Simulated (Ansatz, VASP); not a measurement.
## MgSe in VASP and in Ansatz

File INCAR:

```
PREC = Accurate
ENCUT = 600
EDIFF = 1E-6
ISMEAR = 0
SIGMA = 0.05
LREAL = F
LASPH = T
NELM = 120
ALGO = Normal
ISIF = 2
LWAVE = F
LCHARG = F
GGA = B5
ALDAX = 1.0
AGGAX = 1.0
AGGAC = 1.0
ALDAC = 0.0
IVDW = 12
VDW_S6 = 1.0
VDW_S8 = 2.6996
VDW_A1 = 0.4298
VDW_A2 = 4.2359
NBANDS = 11
GGA_COMPAT = F
```

The input KPOINTS:

```
regular mesh
0
Gamma
  8 8 8
```

The input POSCAR:

```
MgSe
1.0
    0.0000000000      2.7107063119      2.7107063119
    2.7107063119      0.0000000000      2.7107063119
    2.7107063119      2.7107063119      0.0000000000
Mg Se
1 1
Direct
    0.0000000000      0.0000000000      0.0000000000
    0.5000000000      0.5000000000      0.5000000000
```

Input for Ansatz:

```yaml
crystal:
  lattice:
    - [0.0, 2.7107063119, 2.7107063119]
    - [2.7107063119, 0.0, 2.7107063119]
    - [2.7107063119, 2.7107063119, 0.0]
  atoms:
    - { symbol: Mg, position: [0.0, 0.0, 0.0] }
    - { symbol: Se, position: [0.5, 0.5, 0.5] }
basis:
  ecutwfc: 420
  ecutrho_ratio: 4
kpoints:
  mp_grid: { grid: [8, 8, 8] }
hamiltonian:
  xc: blyp
  dispersion: d3bj
scf:
  occupations: { method: gaussian, width: 0.05 }
output:
  forces: true
  stress: true
  eigenvalues: true
```

Alike in both runs: task single point; functional BLYP; dispersion D3(BJ); k mesh 8 × 8 × 8; occupations gaussian, width 0.05 eV; no spin polarisation.

```csv
,VASP,Ansatz
version,VASP 6.6.1,Ansatz 0.2.0
potentials or method,"VASP PAW PBE potentials, release 64 (Mg, Se), cutoff 600 eV","scalar-relativistic, plane waves, PAW"
valence electrons in the cell,8,26
```

VASP gave:

| Property | Result |
| --- | --- |
| gap on the k mesh at the Fermi level (eV) | 1.90 |
| least direct gap on the mesh (eV) | 2.88 |
| pressure (GPa) | -1.3 |

**Question.** What did Ansatz give for the same quantities?

**Answer.** gap on the k mesh at the Fermi level (eV): 1.92; least direct gap on the mesh (eV): 2.86; pressure (GPa): -1.3.

VASP's potentials were made for PBE, not for BLYP. VASP's potentials hold 8 valence electrons a cell and Ansatz's 26, so a difference there can come from the potentials and not from the codes.
